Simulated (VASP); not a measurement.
Runs of VASP 6.6.1 on Zr. The structure is that of space group P6_3/mmc (No. 194), or close to it. The cells are those of the table. 

| task | cell | cutoff (eV) | gap on the mesh (eV) | pressure (GPa) |
| --- | --- | --- | --- | --- |
| single point | a = 3.140, b = 3.140, c = 5.062 Å, angles 90.0, 90.0, 120.0°, 2 atoms | 520 | none | (a) |
| single point | a = 3.163, b = 3.163, c = 5.086 Å, angles 90.0, 90.0, 120.0°, 2 atoms | 520 | none | 2.1 |
| single point | a = 3.041, b = 3.041, c = 4.979 Å, angles 90.0, 90.0, 120.0°, 2 atoms | 520 | none | (b) |
| single point | a = 3.186, b = 3.186, c = 5.113 Å, angles 90.0, 90.0, 120.0°, 2 atoms | 520 | none | 0.1 |
| relaxation of cell and atoms | relaxed to 14 GPa from a = 3.087, b = 3.087, c = 5.019 Å, angles 90.0, 90.0, 120.0°, 2 atoms | 600 | none | 14.0 |
| single point | a = 3.087, b = 3.087, c = 5.019 Å, angles 90.0, 90.0, 120.0°, 2 atoms | 520 | none | 9.1 |
| relaxation of cell and atoms | relaxed to 9 GPa from a = 3.119, b = 3.119, c = 5.041 Å, angles 90.0, 90.0, 120.0°, 2 atoms | 600 | none | 9.1 |
| single point | a = 3.119, b = 3.119, c = 5.041 Å, angles 90.0, 90.0, 120.0°, 2 atoms | 520 | none | 6.1 |

Alike in all rows: level PBEsol; potentials or basis VASP PAW PBE potentials, release 64 (Zr_sv); no spin polarisation; k mesh 16 × 16 × 10; smearing gaussian 0.05 eV.

Estimate the missing entries.

(a) 4.1; (b) 14.1.

Caveats: the PAW data sets were made with another functional, which shifts forces and pressure a little; the cell is relaxed towards a set pressure, so the enthalpy falls and the energy may rise (some runs).

A k mesh can miss the band edges, and the runs leave out spin-orbit coupling on Zr.

A gap of «none» marks levels without a gap at the run's occupations.
